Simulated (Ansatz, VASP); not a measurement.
# Al3BSb2 in VASP and in Ansatz

Contents of INCAR:

```
ALGO = Normal
EDIFF = 1E-7
EDIFFG = -0.08
ENCUT = 560
GGA = PE
GGA_COMPAT = F
IBRION = 2
ISIF = 3
ISMEAR = 0
LASPH = T
LCHARG = F
LREAL = F
LWAVE = F
NELM = 120
NELMIN = 4
NSW = 36
PREC = Accurate
SIGMA = 0.2
```

File KPOINTS:

```
k-points
0
Gamma
  3 3 4
```

Contents of POSCAR:

```
Al3BSb2
1.0
    5.9566818900      0.0000000000      0.0000000000
   -2.9783409400      5.1586378400      0.0000000000
    0.0000000000      0.0000000000      4.3301230200
Al B Sb
3 1 2
Direct
    0.3338896700      0.0000000000      0.0000000000
    0.0000000000      0.3338896700      0.0000000000
    0.6661103300      0.6661103300      0.0000000000
    0.0000000000      0.0000000000      0.0000000000
    0.3333333300      0.6666666700      0.0000000000
    0.6666666700      0.3333333300      0.0000000000
```

Input for Ansatz:

```yaml
crystal:
  lattice:
    - [5.95668189, 0.0, 0.0]
    - [-2.97834094, 5.15863784, 0.0]
    - [0.0, 0.0, 4.33012302]
  atoms:
    - { symbol: Al, position: [0.33388967, 0.0, 0.0] }
    - { symbol: Al, position: [0.0, 0.33388967, 0.0] }
    - { symbol: Al, position: [0.66611033, 0.66611033, 0.0] }
    - { symbol: B, position: [0.0, 0.0, 0.0] }
    - { symbol: Sb, position: [0.33333333, 0.66666667, 0.0] }
    - { symbol: Sb, position: [0.66666667, 0.33333333, 0.0] }
basis:
  ecutwfc: 420
kpoints:
  mp_grid: { grid: [3, 3, 4] }
hamiltonian:
  xc: pbe
scf:
  occupations: { method: gaussian, width: 0.2 }
  lower_state_search: "off"
output:
  forces: true
  stress: true
  eigenvalues: true
relax:
  adjacent_minimum: "off"
  f_tol: 0.08
  max_steps: 16
  cell: { stress_tol: 0.8 }
```

Alike in both runs: task relaxation of cell and atoms; functional PBE; k mesh 3 × 3 × 4; occupations gaussian, width 0.2 eV; no spin polarisation.

|  | VASP | Ansatz |
| --- | --- | --- |
| version | VASP 6.6.1 | Ansatz 0.2.0 |
| potentials or method | VASP PAW PBE potentials, release 64 (Al, B, Sb_d_GW), cutoff 560 eV | scalar-relativistic, plane waves, PAW |
| valence electrons in the cell | 42 | 42 |

Ansatz gave:

* gap on the k mesh at the Fermi level, each at its own relaxed structure (eV): none
* relaxed volume (Å³/atom): 26.11
* relaxed length of the cell vector where the two differ most in proportion (Å): 3.400

Task: Estimate VASP's values.

Result: gap on the k mesh at the Fermi level, each at its own relaxed structure (eV): none; relaxed volume (Å³/atom): 26.04; relaxed length of the cell vector where the two differ most in proportion (Å): 3.384.

A gap of «none» marks a metal or a gap that the smearing closes.

The k mesh is coarse, so the values compare programs but aren't converged. Spin-orbit coupling is off throughout. Noted on VASP's run: the volume moved by over 15 % at a fixed basis, so the end points are rough.
